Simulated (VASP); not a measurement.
Input of a VASP 6.6.1 run:

INCAR

```
ALGO = Normal
EDIFF = 1E-7
ENCUT = 520
GGA = PE
ISIF = 2
ISMEAR = 1
LASPH = True
LCHARG = False
LREAL = False
LWAVE = False
NBANDS = 36
NELM = 80
PREC = Accurate
SIGMA = 0.2306
```

The input KPOINTS:

```
k-points
0
Gamma
  5 5 5
```

File POSCAR:

```
Ti2Si4W
1.0
   -3.1119391964      3.1119391964      2.5559791676
    3.1119391964     -3.1119391964      2.5559791676
    3.1119391964      3.1119391964     -2.5559791676
W Si Ti
1 4 2
Direct
    0.0000000000      0.0000000000      0.0000000000
    0.2969331489      0.2969331489      0.5938662979
    0.2969331489      0.7030668511      0.0000000000
    0.7030668511      0.7030668511      0.4061337021
    0.7030668511      0.2969331489      0.0000000000
    0.7500000000      0.2500000000      0.5000000000
    0.2500000000      0.7500000000      0.5000000000
```

Potentials or basis: VASP PAW PBE potentials, release 64 (W_sv, Si, Ti_sv).

Run with:

```sh
$ cat potpaw_PBE.64/W_sv/POTCAR potpaw_PBE.64/Si/POTCAR potpaw_PBE.64/Ti_sv/POTCAR > POTCAR
$ mpirun -np 1 vasp_std > vasp.out
```

Q: What does it give for the pressure?

A: -0.1 GPa.

Q: Predict the band gap on the k mesh.

A: Zero (bands 27 and 28 overlap by 0.44 eV).

Q: Estimate the largest force.

A: 0.011 eV/Å.

Forces on the atoms (eV/Å):
```
W    0.000  0.000  0.000
Si   0.008  0.008  0.000
Si  -0.008  0.008  0.000
Si  -0.008 -0.008  0.000
Si   0.008 -0.008  0.000
Ti   0.000  0.000  0.000
Ti   0.000  0.000  0.000
```

Caveat: spin-orbit coupling is left out, which moves the levels of the heavy elements.
